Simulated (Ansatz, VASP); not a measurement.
**Two plane-wave programs on Ge**

```
Ge
1.0
     0.00000    2.82877    2.82877
     2.82877    0.00000    2.82877
     2.82877    2.82877    0.00000
Ge
2
Direct
  0.50000 0.50000 0.50000
  0.75000 0.75000 0.75000
```

Alike in both runs: task relaxation of cell and atoms; functional LDA; k mesh 14 × 14 × 14; occupations gaussian, width 0.1 eV; no spin polarisation.

|  | VASP | Ansatz |
| --- | --- | --- |
| version | VASP 6.6.1 | Ansatz 0.2.0 |
| potentials or method | VASP PAW LDA potentials, release 64 (Ge_d), cutoff 600 eV | scalar-relativistic, plane waves, PAW |
| valence electrons in the cell | 28 | 28 |

|  | VASP | Ansatz | Ansatz less VASP |
| --- | --- | --- | --- |
| gap on the k mesh at the Fermi level, each at its own relaxed structure (eV) | none | none | - |
| relaxed volume (Å³/atom) | 22.25 | 22.20 | -0.041 |
| relaxed length of the cell vector where the two differ most in proportion (Å) | 3.977 | 3.975 | -0.0025 |

Ansatz warns that its potentials were made for another functional, while VASP's fit it. LDA's correlation is that of Perdew and Zunger in VASP and of Perdew and Wang (1992) in Ansatz. A gap of «none» marks a metal or a gap that the smearing closes.
